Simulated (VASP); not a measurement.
Set up this calculation in VASP 6.6.1, as the native input.

```yaml
Task: relaxation of cell and atoms
Functional: r2SCAN
Dispersion: D4
Potentials_or_basis: VASP PAW PBE potentials, release 64 (Tc_pv)
Cutoff: 600 eV
k_mesh: 12 × 12 × 12
Occupations: fermi-dirac, width 0.05 eV
Spin: no spin polarisation
Dipole_correction: no
Further_INCAR_settings: ALGO = Normal; EDIFF = 1e-07; IBRION = 2; EDIFFG = -0.01; NSW = 60; ISIF = 3
```

Tc:

```
Tc
1.0
     0.00000    1.95000    1.95000
     1.95000    0.00000    1.95000
     1.95000    1.95000    0.00000
Tc
1
Direct
  0.00000 0.00000 0.00000
```

One way to write it, as run:

POSCAR

```
Tc
1.0
    0.0000000000      1.9500000000      1.9500000000
    1.9500000000      0.0000000000      1.9500000000
    1.9500000000      1.9500000000      0.0000000000
Tc
1
Direct
    0.0000000000      0.0000000000      0.0000000000
```

INCAR.step1

```
SYSTEM = Tc
PREC     = Accurate       ! precision mode
ENCUT    = 600            ! plane-wave cutoff, eV
ISMEAR   = -1             ! smearing method
SIGMA    = 0.05           ! smearing width, eV
LREAL    = .False.        ! projectors in reciprocal space
LASPH    = .True.         ! aspherical terms in the spheres
NELM     = 60             ! most SCF steps
GGA      = PE             ! functional
ALGO     = Normal         ! electronic algorithm
EDIFF    = 1E-4           ! SCF threshold, eV
LWAVE    = .True.         ! write WAVECAR
LCHARG   = .False.        ! write CHGCAR
```

INCAR.step2

```
SYSTEM = Tc
PREC     = Accurate       ! precision mode
ENCUT    = 600            ! plane-wave cutoff, eV
EDIFF    = 1E-7           ! SCF threshold, eV
ISMEAR   = -1             ! smearing method
SIGMA    = 0.05           ! smearing width, eV
LREAL    = .False.        ! projectors in reciprocal space
LASPH    = .True.         ! aspherical terms in the spheres
NELM     = 60             ! most SCF steps
ALGO     = Normal         ! electronic algorithm
ISIF     = 3              ! what is computed and relaxed
LWAVE    = .False.        ! write WAVECAR
LCHARG   = .False.        ! write CHGCAR
METAGGA  = R2SCAN         ! meta-GGA
LMIXTAU  = .True.       
IVDW     = 13             ! dispersion correction
VDW_S6   = 1.0          
VDW_S8   = 0.6018749    
VDW_A1   = 0.51559235   
VDW_A2   = 5.77342911   
IBRION   = 2              ! ionic algorithm
NSW      = 60             ! ionic steps
EDIFFG   = -0.01          ! ionic threshold
ISTART   = 1
```

KPOINTS

```
Automatic mesh
0
Gamma
  12 12 12
  0 0 0
```

Potentials or basis: VASP PAW PBE potentials, release 64 (Tc_pv).

Launch:

```sh
$ cat potpaw_PBE.64/Tc_pv/POTCAR > POTCAR
$ cp INCAR.step1 INCAR
$ mpirun -np 1 vasp_std > vasp.out
$ cp INCAR.step2 INCAR
$ mpirun -np 1 vasp_std > vasp.out
```

It gave:

```json
{"Relaxed volume": "14.23 Å³/atom", "Relaxed cell": "a = 2.720 Å, b = 2.720 Å, c = 2.720 Å, α = 60.00°, β = 60.00°, γ = 60.00°", "Space group after relaxing (to 0.05 Å)": "Fm-3m (No. 225)", "Energy gained by relaxing": "23.9 meV/atom", "Ionic steps": "4", "Pressure after relaxing": "-0.1 GPa", "Dispersion energy per atom": "-0.200 eV"}
```

Caveat: the PAW data sets were made with another functional, which shifts forces and pressure a little; pairwise dispersion overbinds metals, which lowers pressure and volume.

It took 2.5 min on 1 thread of Intel(R) Xeon(R) Platinum 8259CL CPU @ 2.50GHz (Skylake/Cascade Lake), on a shared host, peak memory 0.16 GiB.
